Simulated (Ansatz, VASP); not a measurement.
# ZnO in VASP and in Ansatz

```
Zn O
1.0
     3.23535    0.00000    0.00000
    -1.61768    2.80190    0.00000
     0.00000    0.00000    5.16037
Zn O
2 2
Direct
  0.33333 0.66667 0.49840
  0.66667 0.33333 0.99840
  0.66667 0.33333 0.38061
  0.33333 0.66667 0.88061
```

Change from the starting cell: uniaxial_z strain -1.0%.

Alike in both runs: task single point; functional PBE; k mesh 12 × 12 × 6; occupations fermi-dirac, width 0.02 eV; no spin polarisation.

|  | VASP | Ansatz |
| --- | --- | --- |
| version | VASP 6.6.1 | Ansatz 0.2.0 |
| potentials or method | VASP PAW PBE potentials, release 64 (Zn, O) | plane waves, PAW |
| plane-wave cutoff (eV) | 520 | 420 |
| valence electrons in the cell | 36 | 36 |

|  | VASP | Ansatz | Ansatz less VASP |
| --- | --- | --- | --- |
| gap on the k mesh at the Fermi level (eV) | 0.82 | 0.83 | +0.014 |
| pressure (GPa) | 8.8 | 7.6 | -1.17 |
| traceless stress, the component that is largest in VASP (GPa) | 0.75 | 0.76 | +0.017 |
| rms of the force components (eV/Å) | 0.004 | 0.002 | -0.0012 |

Atom by atom the forces differ by 0.001 eV/Å (rms over components).
